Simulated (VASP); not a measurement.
# Cu (Fm-3m) in VASP: notebook

Runs on Cu. Level: PBE. Tasks: single point.

Everything below comes from runs of VASP 6.6.1. Logs are shortened: lines on timing, memory, paths and dates and some standing lists are left out, and cuts for length are marked.

### Step 1. The cell of the first run

It takes space group Fm-3m (No. 225, cubic). The conventional cell has a = 2.782 Å, b = 2.782 Å, c = 2.782 Å, α = 90.00°, β = 90.00°, γ = 90.00°. Cu (site symmetry m-3m) has 12 Cu at 1.97 Å within 2.6 Å.

### Step 2. Single point, PBE (volume scaled by 0.45)

Contents of INCAR:

```
SYSTEM = Cu
ALGO     = Normal         ! electronic algorithm
EDIFF    = 1E-6           ! SCF threshold, eV
ENCUT    = 520            ! plane-wave cutoff, eV
GGA      = PE             ! functional
ISIF     = 2              ! what is computed and relaxed
ISMEAR   = -1             ! smearing method
LASPH    = .True.         ! aspherical terms in the spheres
LCHARG   = .True.         ! write CHGCAR
LELF     = .True.         ! ELF
LREAL    = .False.        ! projectors in reciprocal space
LVHAR    = .True.       
LWAVE    = .False.        ! write WAVECAR
NBANDS   = 12             ! bands
NELM     = 100            ! most SCF steps
PREC     = Accurate       ! precision mode
SIGMA    = 0.05           ! smearing width, eV
```

Contents of KPOINTS:

```
k-points
0
Gamma
  18 18 18
  0 0 0
```

Contents of POSCAR:

```
Cu
1.0
    0.0000000000      1.3910825013      1.3910825013
    1.3910825013      0.0000000000      1.3910825013
    1.3910825013      1.3910825013      0.0000000000
Cu
1
Direct
    0.0000000000      0.0000000000      0.0000000000
```

Potentials or basis: VASP PAW PBE potentials, release 64 (Cu).

Launch:

```bash
> cat potpaw_PBE.64/Cu/POTCAR > POTCAR
> mpirun -np 1 vasp_std > vasp.out
```

OUTCAR:

```text
SYSTEM = Cu
   EDIFF = 1E-6
   ENCUT = 520
   GGA = PE
   ISIF = 2
   ISMEAR = -1
   LASPH = .True.
   LREAL = .False.
   NELM = 100
   PREC = Accurate

 ion  position               nearest neighbor table
   1  0.000  0.000  0.000-

  LATTYP: Found a face centered cubic cell.
 ALAT       =     2.7821650026

  Lattice vectors:

 A1 = (   0.0000000000,   1.3910825013,   1.3910825013)
 A2 = (   1.3910825013,   0.0000000000,   1.3910825013)
 A3 = (   1.3910825013,   1.3910825013,   0.0000000000)

Analysis of symmetry for initial positions (statically):
=====================================================================
 Subroutine PRICEL returns:
 Original cell was already a primitive cell.

 Routine SETGRP: Setting up the symmetry group for a
 face centered cubic supercell.

 Subroutine GETGRP returns: Found 48 space group operations
 (whereof 48 operations were pure point group operations)
 out of a pool of 48 trial point group operations.

The static configuration has the point symmetry O_h .

Analysis of symmetry for dynamics (positions and initial velocities):
=====================================================================
 Subroutine PRICEL returns:
 Original cell was already a primitive cell.

 Routine SETGRP: Setting up the symmetry group for a
 face centered cubic supercell.

 Subroutine GETGRP returns: Found 48 space group operations
 (whereof 48 operations were pure point group operations)
 out of a pool of 48 trial point group operations.

The dynamic configuration has the point symmetry O_h .

 Subroutine INISYM returns: Found 48 space group operations
 (whereof 48 operations are pure point group operations),
 and found     1 'primitive' translations

----------------------------------------------------------------------------------------

                                     Primitive cell

  volume of cell :       5.3838

  direct lattice vectors                    reciprocal lattice vectors
     0.000000000  1.391082501  1.391082501    -0.359432312  0.359432312  0.359432312
     1.391082501  0.000000000  1.391082501     0.359432312 -0.359432312  0.359432312
     1.391082501  1.391082501  0.000000000     0.359432312  0.359432312 -0.359432312

  length of vectors
     1.967287740  1.967287740  1.967287740     0.622555027  0.622555027  0.622555027

  position of ions in fractional coordinates (direct lattice)
     0.000000000  0.000000000  0.000000000

  ion indices of the primitive-cell ions
   primitive index   ion index
                 1           1

----------------------------------------------------------------------------------------

 KPOINTS: k-points

Automatic generation of k-mesh.
 Grid dimensions read from file:
 generate k-points for:   18   18   18

 Generating k-lattice:

  Cartesian coordinates                     Fractional coordinates (reciprocal lattice)
    -0.019968462  0.019968462  0.019968462     0.055555556  0.000000000  0.000000000
     0.019968462 -0.019968462  0.019968462     0.000000000  0.055555556  0.000000000
     0.019968462  0.019968462 -0.019968462     0.000000000  0.000000000  0.055555556

  Length of vectors
     0.034586390  0.034586390  0.034586390

  Shift w.r.t. Gamma in fractional coordinates (k-lattice)
     0.000000000  0.000000000  0.000000000

 Subroutine IBZKPT returns following result:
 ===========================================

 Found    195 irreducible k-points:

 Following reciprocal coordinates:
            Coordinates               Weight
  0.000000  0.000000  0.000000      1.000000
  0.055556  0.000000  0.000000      8.000000
  0.111111  0.000000  0.000000      8.000000
  0.166667  0.000000  0.000000      8.000000
  0.222222  0.000000  0.000000      8.000000
  0.277778  0.000000  0.000000      8.000000
[... 16 lines left out ...]
 -0.277778  0.055556  0.000000     24.000000
 -0.222222  0.055556  0.000000     24.000000
 [... further k-points ...]
   k-points           NKPTS =    195   k-points in BZ     NKDIM =    195   number of bands    NBANDS=     12
   number of dos      NEDOS =    301   number of ions     NIONS =      1
   total plane-waves  NPLWV =   4096
   dimension x,y,z NGX =    16 NGY =   16 NGZ =   16
   dimension x,y,z NGXF=    32 NGYF=   32 NGZF=   32
   ions per type =               1
   NGX,Y,Z   is equivalent  to a cutoff of  13.52, 13.52, 13.52 a.u.
   NGXF,Y,Z  is equivalent  to a cutoff of  27.04, 27.04, 27.04 a.u.
 SYSTEM =  Cu
   PREC   = accura    normal or accurate (medium, high low for compatibility)
   ISTART =      0    job   : 0-new  1-cont  2-samecut
   ICHARG =      2    charge: 1-file 2-atom 10-const
   ISPIN  =      1    spin polarized calculation?
   LNONCOLLINEAR =      F non collinear calculations
   LSORBIT =      F    spin-orbit coupling
   LASPH  =      T    aspherical Exc in radial PAW
   ENCUT  =  520.0 eV  38.22 Ry    6.18 a.u.   3.66  3.66  3.66*2*pi/ulx,y,z
   NELM   =    100;   NELMIN=  2; NELMDL= -5     # of ELM steps
   EDIFF  = 0.1E-05   stopping-criterion for ELM
   LREAL  =      F    real-space projection
   EDIFFG = 0.1E-04   stopping-criterion for IOM
   NSW    =      0    number of steps for IOM
   IBRION =     -1    ionic relax: 0-MD 1-quasi-New 2-CG
   NFREE  =      0    steps in history (QN), initial steepest desc. (CG)
   ISIF   =      2    stress and relaxation
   ISYM   =      2    0-nonsym 1-usesym 2-fastsym
   POTIM  = 0.5000    time-step for ionic-motion
   TEBEG  =    0.0;   TEEND  =   0.0 temperature during run
   PSTRESS=    0.0 pullay stress
   NELECT =      11.0000    total number of electrons
   NUPDOWN=      -1.0000    fix difference up-down
   EMIN   =  10.00;   EMAX   =-10.00  energy-range for DOS
   EFERMI =   0.00;   METHOD = LEGACY
   ISMEAR =    -1;   SIGMA  =   0.05  broadening in eV -4-tet -1-fermi 0-gaus
   EFERMI_NEDOS =   21; number of points for ismear=-14 and -15
   IALGO  =     38    algorithm
   IMIX   =      4    mixing-type and parameters
     AMIX     =   0.40;   BMIX     =  1.00
     AMIX_MAG =   1.60;   BMIX_MAG =  1.00
  volume/ion in A,a.u.               =       5.38        36.33
  Fermi-wavevector in a.u.,A,eV,Ry     =   2.077349  3.925621 58.714305  4.315380
  Thomas-Fermi vector in A             =   3.073326
   LORBIT       =      0    0 simple, 1 ext, 2 COOP (PROOUT), +10 PAW based schemes
   GGA     = PE    functional components
   LHFCALC =     F    Hartree Fock is set to
   AEXX    =    0.0000 exact exchange contribution
   IVDW    =     0    specifies the selected vdW correction
   LEPSILON=     F    determine dielectric tensor
   LRPA    =     F    only Hartree local field effects (RPA)
 non-spin polarized calculation
  energy-cutoff  :      520.00
  volume of cell :        5.38
 maximum number of plane-waves:       156
   NGX =  7   NGY =  7   NGZ =  7

 number of electron      10.9999988 magnetization

 Free energy of the ion-electron system (eV)
  ---------------------------------------------------
  ext. energy  EPLUGINS =         0.00000000
  ---------------------------------------------------
  free energy    TOTEN  =         3.92579108 eV

  energy without entropy =        3.92703252  energy(sigma->0) =        3.92641180

 E-fermi :  23.6445     XC(G=0): -18.0305

 val. band max:       23.6270084724   @ k =  -0.2222   0.2778   0.0556
 cond. band min:      23.7166357488   @ k =  -0.2222   0.2778   0.1111
 fundamental gap:      0.0896272764
 Fermi energy:        23.6444821946

 k-point     1 :       0.0000    0.0000    0.0000
  band No.  band energies     occupation
      1       5.7735      2.00000
      2      15.5488      2.00000
      3      15.5488      2.00000
      4      15.5488      2.00000
      5      18.3146      2.00000
      6      18.3146      2.00000
      7      50.0937      0.00000
      8      59.8906      0.00000
      9      59.8906      0.00000
     10      59.8906      0.00000
     11      68.1475      0.00000
     12      68.2272      0.00000

 k-point     2 :       0.0556    0.0000    0.0000
  band No.  band energies     occupation
      1       5.9812      2.00000
      2      15.4577      2.00000
      3      15.6160      2.00000
      4      15.6160      2.00000
      5      18.2776      2.00000
      6      18.2776      2.00000
      7      50.1252      0.00000
      8      57.9704      0.00000
      9      59.9239      0.00000
     10      59.9239      0.00000
     11      67.8695      0.00000
     12      68.2811      0.00000

 k-point     3 :       0.1111    0.0000    0.0000
  band No.  band energies     occupation
      1       6.5853      2.00000
      2      15.2163      2.00000
      3      15.7904      2.00000
      4      15.7904      2.00000
      5      18.1968      2.00000
      6      18.1968      2.00000
      7      49.9368      0.00000
      8      54.8003      0.00000
      9      60.0098      0.00000
     10      60.0098      0.00000
     11      67.1780      0.00000
     12      68.3283      0.00000
[... 286 lines left out ...]
 k-point    23 :      -0.2778    0.0556    0.0000
  band No.  band energies     occupation
      1      10.0895      2.00000
      2      14.9682      2.00000
      3      15.8192      2.00000
      4      15.9696      2.00000
      5      18.5282      2.00000
      6      19.4615      2.00000
      7      41.1165      0.00000
      8      50.1302      0.00000
      9      57.9623      0.00000
     10      62.5384      0.00000
     11      64.0144      0.00000
     12      64.8173      0.00000

 k-point    24 :      -0.2222    0.0556    0.0000
  band No.  band energies     occupation
      1       9.1711      2.00000
      2      14.6072      2.00000
      3      16.0088      2.00000
      4      16.1361      2.00000
      5      18.0498      2.00000
      6      18.9164      2.00000
      7      44.4449      0.00000
      8      50.9314      0.00000
      9      58.4286      0.00000
     10      62.1939      0.00000
     11      64.4326      0.00000
     12      66.0583      0.00000

 [... further k-points ...]
[... 5 lines left out ...]
  --------------------------------------------------------------------------------------
  -------------------------------------------------------------------------------------
  Total       27.2351934     27.2351934     27.2351934      0.0000000      0.0000000     -0.0000000
  in kB     8104.9882108   8104.9882108   8104.9882108      0.0000000      0.0000000     -0.0000000
  external PRESSURE =    8104.9882108 kB  Pullay stress =       0.0000000 kB

 VOLUME and BASIS-vectors are now :
 -----------------------------------------------------------------------------
  energy-cutoff  :      520.00
  volume of cell :        5.38
      direct lattice vectors                 reciprocal lattice vectors
     0.000000000  1.391082501  1.391082501    -0.359432312  0.359432312  0.359432312
     1.391082501  0.000000000  1.391082501     0.359432312 -0.359432312  0.359432312
     1.391082501  1.391082501  0.000000000     0.359432312  0.359432312 -0.359432312

 POSITION                                       TOTAL-FORCE (eV/Angst)
 -----------------------------------------------------------------------------------
      0.00000      0.00000      0.00000        -0.000000     -0.000000     -0.000000
 -----------------------------------------------------------------------------------
    total drift:                                0.000000     -0.000000      0.000000

  FREE ENERGIE OF THE ION-ELECTRON SYSTEM (eV)
  ---------------------------------------------------
  free  energy   TOTEN  =         3.9257910835 eV

  energy  without entropy=        3.9270325151  energy(sigma->0) =        3.92641180
```

Wall time 8.2 s (1 thread of AMD EPYC 9R45 (Zen 5), shared host); peak memory 0.09 GiB.

The run converged, but its numbers aren't listed here, since they failed a check.

### Step 3. Single point, PBE (volume scaled by 0.55)

Contents of INCAR:

```
  PREC = Accurate
  ENCUT = 520
  EDIFF = 1E-6
  ISMEAR = -1
  SIGMA = 0.05
  LREAL = False
  LASPH = True
  NELM = 100
  ALGO = Normal
  ISIF = 2
  LWAVE = False
  LCHARG = False
  GGA = PE
  NBANDS = 12
```

Contents of KPOINTS:

```
regular mesh
0
Gamma
  18 18 18
```

Contents of POSCAR:

```
Cu
1.0
    0.0000000000      1.4873149596      1.4873149596
    1.4873149596      0.0000000000      1.4873149596
    1.4873149596      1.4873149596      0.0000000000
Cu
1
Direct
    0.0000000000      0.0000000000      0.0000000000
```

Potentials or basis: VASP PAW PBE potentials, release 64 (Cu).

Launch:

```bash
> cat potpaw_PBE.64/Cu/POTCAR > POTCAR
> mpirun -np 1 vasp_std > vasp.out
```

OUTCAR:

```text
PREC = Accurate
   ENCUT = 520
   EDIFF = 1E-6
   ISMEAR = -1
   LREAL = False
   LASPH = True
   NELM = 100
   ISIF = 2
   GGA = PE

 ion  position               nearest neighbor table
   1  0.000  0.000  0.000-

  LATTYP: Found a face centered cubic cell.
 ALAT       =     2.9746299192

  Lattice vectors:

 A1 = (   0.0000000000,   1.4873149596,   1.4873149596)
 A2 = (   1.4873149596,   0.0000000000,   1.4873149596)
[... 528 lines left out ...]
      2      11.1685      2.00000
      3      12.2615      2.00000
      4      12.3593      2.00000
      5      13.7731      2.00000
      6      14.3946      2.00000
      7      36.7130      0.00000
      8      44.1982      0.00000
      9      49.5609      0.00000
     10      53.0652      0.00000
     11      55.5618      0.00000
     12      56.1544      0.00000

 [... further k-points ...]
[... 5 lines left out ...]
  --------------------------------------------------------------------------------------
  -------------------------------------------------------------------------------------
  Total       15.2279340     15.2279340     15.2279340      0.0000000      0.0000000      0.0000000
  in kB     3707.7695670   3707.7695670   3707.7695670      0.0000000      0.0000000      0.0000000
  external PRESSURE =    3707.7695670 kB  Pullay stress =       0.0000000 kB

 VOLUME and BASIS-vectors are now :
 -----------------------------------------------------------------------------
  energy-cutoff  :      520.00
  volume of cell :        6.58
      direct lattice vectors                 reciprocal lattice vectors
     0.000000000  1.487314960  1.487314960    -0.336176273  0.336176273  0.336176273
     1.487314960  0.000000000  1.487314960     0.336176273 -0.336176273  0.336176273
     1.487314960  1.487314960  0.000000000     0.336176273  0.336176273 -0.336176273

 POSITION                                       TOTAL-FORCE (eV/Angst)
 -----------------------------------------------------------------------------------
      0.00000      0.00000      0.00000        -0.000000     -0.000000     -0.000000
 -----------------------------------------------------------------------------------
    total drift:                                0.000000      0.000000      0.000000

  FREE ENERGIE OF THE ION-ELECTRON SYSTEM (eV)
  ---------------------------------------------------
  free  energy   TOTEN  =        -0.2448621351 eV

  energy  without entropy=       -0.2431913920  energy(sigma->0) =       -0.24402676
```

stdout:

```text
POSCAR found type information on POSCAR Cu
 POSCAR found :  1 types and       1 ions
 scaLAPACK will be used
 LDA part: xc-table for (Slater+PW92), standard interpolation
 POSCAR, INCAR and KPOINTS ok, starting setup
 FFT: planning ... GRIDC
 FFT: planning ... GRID_SOFT
 FFT: planning ... GRID
 WAVECAR not read
 entering main loop
```

Run time: 8.1 s. Hardware: 1 thread of AMD EPYC 9R45 (Zen 5), shared host; peak memory 0.09 GiB.

Results:

| Quantity | Value |
| --- | --- |
| Free energy | -0.2449 eV |
| Pressure | 370.8 GPa |

### Step 4. Single point, PBE (volume scaled by 0.65)

Contents of INCAR:

```
SYSTEM = Cu
ALGO = Normal ; EDIFF = 1E-6
ENCUT = 520 ; GGA = PE
ISIF = 2 ; ISMEAR = -1
LASPH = .True. ; LCHARG = .False.
LREAL = .False. ; LWAVE = .False.
NBANDS = 12 ; NELM = 100
PREC = Accurate ; SIGMA = 0.05
```

Contents of KPOINTS:

```
k-points
0
Gamma
  18 18 18
  0 0 0
```

Contents of POSCAR:

```
Cu
1.0
    0.0000000000      1.5724849656      1.5724849656
    1.5724849656      0.0000000000      1.5724849656
    1.5724849656      1.5724849656      0.0000000000
Cu
1
Direct
    0.0000000000      0.0000000000      0.0000000000
```

Launch:

```bash
> cat potpaw_PBE.64/Cu/POTCAR > POTCAR
> mpirun -np 1 vasp_std > vasp.out
```

It took 12 s on 1 thread of AMD EPYC 9R45 (Zen 5), shared host; peak memory 0.1 GiB.

The run converged. Its results:

* Free energy: -2.2021 eV
* Pressure: 177.3 GPa

Levels at points of the mesh, in eV from the Fermi level:
```tsv
k point	band 2	band 3	band 4	band 5	band 6	band 7	band 8	band 9	band 10	band 11
(0.00, 0.00, 0.00)	-4.87	-4.87	-4.87	-3.30	-3.30	25.55	31.72	31.72	31.72	35.65
(0.50, 0.00, 0.00)	-4.95	-4.95	-2.50	-2.22	-2.22	6.33	23.87	29.19	29.19	31.83
(0.50, 0.50, 0.00)	-7.50	-2.25	-1.95	-1.95	1.11	10.43	16.59	16.59	22.47	28.53
```
